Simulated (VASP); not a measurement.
# BN (P6_3mc) in VASP: further runs

BN is run at these levels: LDA, PBE; tasks: single point.

Program: VASP 6.6.1. These are calculated values, not measurements. Logs are shortened: lines on timing, memory, paths and dates and some standing lists are left out, and cuts for length are marked.

### Step 1. The cell of the first run

The structure is hexagonal, space group P6_3mc (No. 186). Conventional cell: a = 2.440 Å, b = 2.440 Å, c = 4.166 Å, α = 90.00°, β = 90.00°, γ = 120.00°. B (site symmetry 3m) has 4 N at 1.26 to 1.63 Å within 1.7 Å. N (site symmetry 3m) has 4 B at 1.26 to 1.63 Å within 1.7 Å.

### Step 2. Single point, LDA (functional LDA, strained)

The input, INCAR:

```
PREC = Accurate
ENCUT = 520
EDIFF = 1E-6
ISMEAR = 0
SIGMA = 0.02
LREAL = F
LASPH = T
NELM = 80
ALGO = Normal
ISIF = 2
LWAVE = F
LCHARG = F
NBANDS = 16
```

The input, KPOINTS:

```
regular mesh
0
Gamma
  12 12 6
```

The input, POSCAR:

```
BN
1.0
    2.4403914470      0.0000000000      0.0000000000
   -1.2201957236      2.1134409883      0.0000000000
    0.0000000000      0.0000000000      4.1657346767
B N
2 2
Direct
    0.6666666700      0.3333333300      0.9642366223
    0.3333333300      0.6666666700      0.4642366223
    0.6666666700      0.3333333300      0.6607633777
    0.3333333300      0.6666666700      0.1607633777
```

Potentials or basis: VASP PAW LDA potentials, release 64 (B, N).

The run is started by

```bash
$ cat potpaw_LDA.64/B/POTCAR potpaw_LDA.64/N/POTCAR > POTCAR
$ mpirun -np 1 vasp_std > vasp.out
```

OUTCAR:

```text
PREC = Accurate
   ENCUT = 520
   EDIFF = 1E-6
   ISMEAR = 0
   LREAL = F
   LASPH = T
   NELM = 80
   ISIF = 2

 ion  position               nearest neighbor table
   1  0.667  0.333  0.964-   3 1.26   4 1.63   4 1.63   4 1.63
   2  0.333  0.667  0.464-   4 1.26   3 1.63   3 1.63   3 1.63
   3  0.667  0.333  0.661-   1 1.26   2 1.63   2 1.63   2 1.63
   4  0.333  0.667  0.161-   2 1.26   1 1.63   1 1.63   1 1.63

  LATTYP: Found a hexagonal cell.
 ALAT       =     2.4403914470
 C/A-ratio  =     1.7069944585

  Lattice vectors:

 A1 = (   2.4403914470,   0.0000000000,   0.0000000000)
 A2 = (  -1.2201957236,   2.1134409883,   0.0000000000)
 A3 = (   0.0000000000,   0.0000000000,   4.1657346767)

Analysis of symmetry for initial positions (statically):
=====================================================================
 Subroutine PRICEL returns:
 Original cell was already a primitive cell.

 Routine SETGRP: Setting up the symmetry group for a
 hexagonal supercell.

 Subroutine GETGRP returns: Found 12 space group operations
 (whereof  6 operations were pure point group operations)
 out of a pool of 24 trial point group operations.

The static configuration has the point symmetry C_3v.
 The point group associated with its full space group is C_6v.

Analysis of symmetry for dynamics (positions and initial velocities):
=====================================================================
 Subroutine PRICEL returns:
 Original cell was already a primitive cell.

 Routine SETGRP: Setting up the symmetry group for a
 hexagonal supercell.

 Subroutine GETGRP returns: Found 12 space group operations
 (whereof  6 operations were pure point group operations)
 out of a pool of 24 trial point group operations.

The dynamic configuration has the point symmetry C_3v.
 The point group associated with its full space group is C_6v.

 Subroutine INISYM returns: Found 12 space group operations
 (whereof  6 operations are pure point group operations),
 and found     1 'primitive' translations

----------------------------------------------------------------------------------------

[... 87 lines left out ...]
   PREC   = accura    normal or accurate (medium, high low for compatibility)
   ISTART =      0    job   : 0-new  1-cont  2-samecut
   ICHARG =      2    charge: 1-file 2-atom 10-const
   ISPIN  =      1    spin polarized calculation?
   LNONCOLLINEAR =      F non collinear calculations
   LSORBIT =      F    spin-orbit coupling
   LASPH  =      T    aspherical Exc in radial PAW
   ENCUT  =  520.0 eV  38.22 Ry    6.18 a.u.   4.54  4.54  7.75*2*pi/ulx,y,z
   NELM   =     80;   NELMIN=  2; NELMDL= -5     # of ELM steps
   EDIFF  = 0.1E-05   stopping-criterion for ELM
   LREAL  =      F    real-space projection
   EDIFFG = 0.1E-04   stopping-criterion for IOM
   NSW    =      0    number of steps for IOM
   IBRION =     -1    ionic relax: 0-MD 1-quasi-New 2-CG
   NFREE  =      0    steps in history (QN), initial steepest desc. (CG)
   ISIF   =      2    stress and relaxation
   ISYM   =      2    0-nonsym 1-usesym 2-fastsym
   POTIM  = 0.5000    time-step for ionic-motion
   TEBEG  =    0.0;   TEEND  =   0.0 temperature during run
   PSTRESS=    0.0 pullay stress
   NELECT =      16.0000    total number of electrons
   NUPDOWN=      -1.0000    fix difference up-down
   EMIN   =  10.00;   EMAX   =-10.00  energy-range for DOS
   EFERMI =   0.00;   METHOD = LEGACY
   ISMEAR =     0;   SIGMA  =   0.02  broadening in eV -4-tet -1-fermi 0-gaus
   EFERMI_NEDOS =   21; number of points for ismear=-14 and -15
   IALGO  =     38    algorithm
   IMIX   =      4    mixing-type and parameters
     AMIX     =   0.40;   BMIX     =  1.00
     AMIX_MAG =   1.60;   BMIX_MAG =  1.00
  volume/ion in A,a.u.               =       5.37        36.25
  Fermi-wavevector in a.u.,A,eV,Ry     =   1.483888  2.804141 29.958984  2.201923
  Thomas-Fermi vector in A             =   2.597493
   LORBIT       =      0    0 simple, 1 ext, 2 COOP (PROOUT), +10 PAW based schemes
   GGA     = CA    functional components
   LHFCALC =     F    Hartree Fock is set to
   AEXX    =    0.0000 exact exchange contribution
   IVDW    =     0    specifies the selected vdW correction
   LEPSILON=     F    determine dielectric tensor
   LRPA    =     F    only Hartree local field effects (RPA)
 non-spin polarized calculation
 Gauss-broadening in eV      SIGMA  =   0.02
  energy-cutoff  :      520.00
  volume of cell :       21.49
 maximum number of plane-waves:       596
   NGX =  9   NGY =  9   NGZ = 15

 number of electron      15.9999996 magnetization

 Free energy of the ion-electron system (eV)
  ---------------------------------------------------
  ext. energy  EPLUGINS =         0.00000000
  ---------------------------------------------------
  free energy    TOTEN  =       -35.30472285 eV

  energy without entropy =      -35.30472273  energy(sigma->0) =      -35.30472279

 E-fermi :  10.1147     XC(G=0): -13.5646

 val. band max:       10.0656035712   @ k =   0.0000   0.0000   0.0000
 cond. band min:      10.1638478325   @ k =   0.3333   0.3333   0.0000
 fundamental gap:      0.0982442612
 Fermi energy:        10.1147254787

 k-point     1 :       0.0000    0.0000    0.0000
  band No.  band energies     occupation
      1     -12.5853      2.00000
      2      -8.6497      2.00000
      3      -3.6168      2.00000
      4       4.7440      2.00000
      5       7.2004      2.00000
      6       7.2004      2.00000
[... 433 lines left out ...]
      3      -1.1358      2.00000
      4       0.6622      2.00000
      5       2.2621      2.00000
      6       4.8972      2.00000
[... 8 lines left out ...]
     15      25.0776      0.00000
     16      26.5275      0.00000

 [... further k-points ...]
[... 5 lines left out ...]
  --------------------------------------------------------------------------------------
  -------------------------------------------------------------------------------------
  Total        5.9234133      5.9234133     15.1758600     -0.0000000     -0.0000000      0.0000000
  in kB      441.7142299    441.7142299   1131.6774684     -0.0000000     -0.0000000      0.0000000
  external PRESSURE =     671.7019761 kB  Pullay stress =       0.0000000 kB

 VOLUME and BASIS-vectors are now :
 -----------------------------------------------------------------------------
  energy-cutoff  :      520.00
  volume of cell :       21.49
      direct lattice vectors                 reciprocal lattice vectors
     2.440391447  0.000000000  0.000000000     0.409770326  0.236581008  0.000000000
    -1.220195724  2.113440988  0.000000000     0.000000000  0.473162017  0.000000000
     0.000000000  0.000000000  4.165734677     0.000000000  0.000000000  0.240053695

 POSITION                                       TOTAL-FORCE (eV/Angst)
 -----------------------------------------------------------------------------------
      1.22020      0.70448      4.01675         0.000000     -0.000000     13.170962
     -0.00000      1.40896      1.93389        -0.000000     -0.000000     13.170962
      1.22020      0.70448      2.75256        -0.000000     -0.000000    -13.170962
     -0.00000      1.40896      0.66970         0.000000      0.000000    -13.170962
 -----------------------------------------------------------------------------------
    total drift:                                0.000001      0.000000      0.000042

  FREE ENERGIE OF THE ION-ELECTRON SYSTEM (eV)
  ---------------------------------------------------
  free  energy   TOTEN  =       -35.3047228539 eV

  energy  without entropy=      -35.3047227286  energy(sigma->0) =      -35.30472279
```

stdout:

```text
POSCAR found type information on POSCAR B N
 POSCAR found :  2 types and       4 ions
 scaLAPACK will be used
 LDA part: xc-table for (Slater(with rela. corr.)+CA(PZ))
 , standard interpolation
 POSCAR, INCAR and KPOINTS ok, starting setup
 FFT: planning ... GRIDC
 FFT: planning ... GRID_SOFT
 FFT: planning ... GRID
 WAVECAR not read
 entering main loop
```

It took 10 s on 1 thread of Intel Xeon 6975P-C, shared host; peak memory 0.13 GiB.

What came out:

```
Free energy            : -35.3047 eV
Pressure               : 67.2 GPa
Largest force          : 13.171 eV/Å
Band gap on the k mesh : 0.10 eV, indirect (least direct gap 4.80 eV)
```

Forces on the atoms (eV/Å):
```
B     0.000   0.000  13.171
B     0.000   0.000  13.171
N     0.000   0.000 -13.171
N     0.000   0.000 -13.171
```

Caveat: the cell differs from its parent crystal (functional LDA, strained); forces of over 1 eV/Å act on the atoms, so gaps and moduli don't describe the material at rest. A k mesh can miss the band edges.

### Step 3. Single point, PBE (strained)

The input, INCAR:

```
SYSTEM = BN
ALGO = Normal
EDIFF = 1E-6
ENCUT = 520
GGA = PE
ISIF = 2
ISMEAR = 0
LASPH = .True.
LCHARG = .False.
LREAL = .False.
LWAVE = .False.
NBANDS = 16
NELM = 60
PREC = Accurate
SIGMA = 0.02
```

The input, KPOINTS:

```
k-points
0
Gamma
  12 12 6
  0 0 0
```

The input, POSCAR:

```
BN
1.0
    2.5734772397      0.0000000000      0.0000000000
   -1.2867386199      2.2286966656      0.0000000000
    0.0000000000      0.0000000000      4.5128017408
B N
2 2
Direct
    0.6666666700      0.3333333300      1.0352113777
    0.3333333300      0.6666666700      0.5352113777
    0.6666666700      0.3333333300      0.5897886223
    0.3333333300      0.6666666700      0.0897886223
```

Potentials or basis: VASP PAW PBE potentials, release 64 (B, N).

The run is started by

```bash
$ cat potpaw_PBE.64/B/POTCAR potpaw_PBE.64/N/POTCAR > POTCAR
$ mpirun -np 1 vasp_std > vasp.out
```

Wall time 16 s (1 thread of Intel Xeon 6975P-C, shared host); peak memory 0.15 GiB.

It converged, with:

```yaml
Free_energy: -33.9653 eV
Pressure: -3.3 GPa
Largest_force: 1.171 eV/Å
Band_gap_on_the_k_mesh: 3.93 eV, indirect (least direct gap 5.75 eV)
```

Forces on the atoms (eV/Å):
```
B    0.000  0.000 -1.171
B    0.000  0.000 -1.171
N    0.000  0.000  1.171
N    0.000  0.000  1.171
```

Stress tensor (GPa, compression positive):
```
-13.12   0.00   0.00
  0.00 -13.12   0.00
  0.00   0.00  16.45
```

Levels at points of the mesh, in eV from the valence-band top:
| k point | band 6 | band 7 | band 8 | band 9 | band 10 | band 11 |
| --- | --- | --- | --- | --- | --- | --- |
| (0.00, 0.00, 0.00) | -1.93 | -1.93 | -0.13 | 6.46 | 8.51 | 8.51 |
| (0.50, 0.00, 0.00) | -5.61 | -4.32 | -2.51 | 5.49 | 6.28 | 8.93 |
| (0.00, 0.00, 0.50) | -2.49 | -2.49 | -2.49 | 8.87 | 8.87 | 9.30 |
| (0.50, 0.00, 0.50) | -5.11 | -2.48 | -2.48 | 4.31 | 4.31 | 7.92 |

Caveat: the cell differs from its parent crystal (strained); forces of over 1 eV/Å act on the atoms, so gaps and moduli don't describe the material at rest. A k mesh can miss the band edges.

### Step 4. Single point, PBE (strained)

The input, INCAR:

```
  ALGO = Normal
  EDIFF = 1E-7
  ENCUT = 520
  GGA = PE
  ISIF = 2
  ISMEAR = 0
  LASPH = True
  LCHARG = False
  LREAL = False
  LWAVE = False
  NBANDS = 16
  NELM = 80
  PREC = Accurate
  SIGMA = 0.02
```

The input, KPOINTS:

```
k-points
0
Gamma
  12 12 6
```

The input, POSCAR:

```
BN
1.0
    2.6875106429      0.0000000000      0.0000000000
   -1.3437553215      2.3274524897      0.0000000000
    0.0000000000      0.0000000000      4.1943082165
B N
2 2
Direct
    0.6666666700      0.3333333300      1.0233822518
    0.3333333300      0.6666666700      0.5233822518
    0.6666666700      0.3333333300      0.6016177482
    0.3333333300      0.6666666700      0.1016177482
```

Potentials or basis: VASP PAW PBE potentials, release 64 (B, N).

The run is started by

```bash
$ cat potpaw_PBE.64/B/POTCAR potpaw_PBE.64/N/POTCAR > POTCAR
$ mpirun -np 1 vasp_std > vasp.out
```

OUTCAR:

```text
EDIFF = 1E-7
   ENCUT = 520
   GGA = PE
   ISIF = 2
   ISMEAR = 0
   LASPH = True
   LREAL = False
   NELM = 80
   PREC = Accurate

 ion  position               nearest neighbor table
   1  0.667  0.333  0.023-   4 1.59   4 1.59   4 1.59   3 1.77
   2  0.333  0.667  0.523-   3 1.59   3 1.59   3 1.59   4 1.77
   3  0.667  0.333  0.602-   2 1.59   2 1.59   2 1.59   1 1.77
   4  0.333  0.667  0.102-   1 1.59   1 1.59   1 1.59   2 1.77

  LATTYP: Found a hexagonal cell.
 ALAT       =     2.6875106429
 C/A-ratio  =     1.5606666443

  Lattice vectors:

 A1 = (   2.6875106429,   0.0000000000,   0.0000000000)
 A2 = (  -1.3437553215,   2.3274524897,   0.0000000000)
 A3 = (   0.0000000000,   0.0000000000,   4.1943082165)

Analysis of symmetry for initial positions (statically):
=====================================================================
 Subroutine PRICEL returns:
 Original cell was already a primitive cell.

[... 170 lines left out ...]
  ext. energy  EPLUGINS =         0.00000000
  ---------------------------------------------------
  free energy    TOTEN  =       -33.82962524 eV

  energy without entropy =      -33.82962524  energy(sigma->0) =      -33.82962524

 E-fermi :   7.8331     XC(G=0): -12.3036

 val. band max:        7.6934124242   @ k =   0.0000   0.0000   0.0000
 cond. band min:      11.8618809013   @ k =   0.5000   0.0000   0.0000
 fundamental gap:      4.1684684771
 Fermi energy:         7.8330911200

 k-point     1 :       0.0000    0.0000    0.0000
  band No.  band energies     occupation
      1     -12.9312      2.00000
      2      -8.7219      2.00000
      3      -3.0739      2.00000
      4       3.6492      2.00000
      5       3.6492      2.00000
      6       5.5546      2.00000
[... 433 lines left out ...]
      3      -1.8651      2.00000
      4       0.0847      2.00000
      5       0.5373      2.00000
      6       1.7476      2.00000
[... 8 lines left out ...]
     15      20.6830      0.00000
     16      21.3695      0.00000

 [... further k-points ...]
[... 5 lines left out ...]
  --------------------------------------------------------------------------------------
  -------------------------------------------------------------------------------------
  Total       -7.2116838     -7.2116838      1.8216847      0.0000000      0.0000000      0.0000000
  in kB     -440.4087113   -440.4087113    111.2480576      0.0000000      0.0000000      0.0000000
  external PRESSURE =    -256.5231217 kB  Pullay stress =       0.0000000 kB

 VOLUME and BASIS-vectors are now :
 -----------------------------------------------------------------------------
  energy-cutoff  :      520.00
  volume of cell :       26.24
      direct lattice vectors                 reciprocal lattice vectors
     2.687510643  0.000000000  0.000000000     0.372091550  0.214827156  0.000000000
    -1.343755321  2.327452490  0.000000000     0.000000000  0.429654313  0.000000000
     0.000000000  0.000000000  4.194308216     0.000000000  0.000000000  0.238418339

 POSITION                                       TOTAL-FORCE (eV/Angst)
 -----------------------------------------------------------------------------------
      1.34376      0.77582      0.09807         0.000000     -0.000000     -2.616217
     -0.00000      1.55164      2.19523        -0.000000      0.000000     -2.616217
      1.34376      0.77582      2.52337        -0.000000     -0.000000      2.616217
     -0.00000      1.55164      0.42622         0.000000      0.000000      2.616217
 -----------------------------------------------------------------------------------
    total drift:                                0.000001     -0.000001     -0.000021

  FREE ENERGIE OF THE ION-ELECTRON SYSTEM (eV)
  ---------------------------------------------------
  free  energy   TOTEN  =       -33.8296252377 eV

  energy  without entropy=      -33.8296252377  energy(sigma->0) =      -33.82962524
```

Wall time 14 s (1 thread of Intel Xeon 6975P-C, shared host); peak memory 0.15 GiB.

Results:

```
Free energy            : -33.8296 eV
Pressure               : -25.7 GPa
Largest force          : 2.616 eV/Å
Band gap on the k mesh : 4.17 eV, indirect (least direct gap 5.68 eV)
```

Forces on the atoms (eV/Å):
```
B    0.000  0.000 -2.616
B    0.000  0.000 -2.616
N    0.000  0.000  2.616
N    0.000  0.000  2.616
```

Stress tensor (GPa, compression positive):
```
-44.04   0.00   0.00
  0.00 -44.04   0.00
  0.00   0.00  11.12
```

Levels at points of the mesh, in eV from the valence-band top:
```
           k point  band 5  band 6  band 7  band 8  band 9  band 10  band 11  band 12
(0.00, 0.00, 0.00)   -4.04   -2.14   -2.14    0.00    5.68     6.44     6.44     7.06
(0.50, 0.00, 0.00)   -7.09   -6.56   -4.20   -4.06    4.17     6.68     8.69    10.75
(0.00, 0.00, 0.50)   -3.17   -3.17   -3.17   -3.17    6.16     6.16     7.63     7.63
(0.50, 0.00, 0.50)   -5.47   -5.47   -3.28   -3.28    4.51     4.51     7.02     7.02
```

Caveat: the cell differs from its parent crystal (strained); forces of over 1 eV/Å act on the atoms, so gaps and moduli don't describe the material at rest. A k mesh can miss the band edges.

### Step 5. The runs side by side

| level | potentials or basis | cell | gap on the mesh (eV) | pressure (GPa) | largest force (eV/Å) |
| --- | --- | --- | --- | --- | --- |
| LDA | VASP PAW LDA potentials, release 64 (B, N) | a = 2.440, b = 2.440, c = 4.166 Å, angles 90.0, 90.0, 120.0°, 4 atoms | 0.10 | 67.2 | 13.17 |
| PBE | VASP PAW PBE potentials, release 64 (B, N) | a = 2.573, b = 2.573, c = 4.513 Å, angles 90.0, 90.0, 120.0°, 4 atoms | 3.93 | -3.3 | 1.17 |
| PBE | VASP PAW PBE potentials, release 64 (B, N) | a = 2.688, b = 2.688, c = 4.194 Å, angles 90.0, 90.0, 120.0°, 4 atoms | 4.17 | -25.7 | 2.62 |

Alike in all rows: task single point; no spin polarisation; k mesh 12 × 12 × 6; cutoff (eV) 520; smearing gaussian 0.02 eV.

Caveats: forces of over 1 eV/Å act on the atoms, so gaps and moduli don't describe the material at rest.

Total energies depend on the potentials used, so only differences within one code and one set of settings carry meaning.
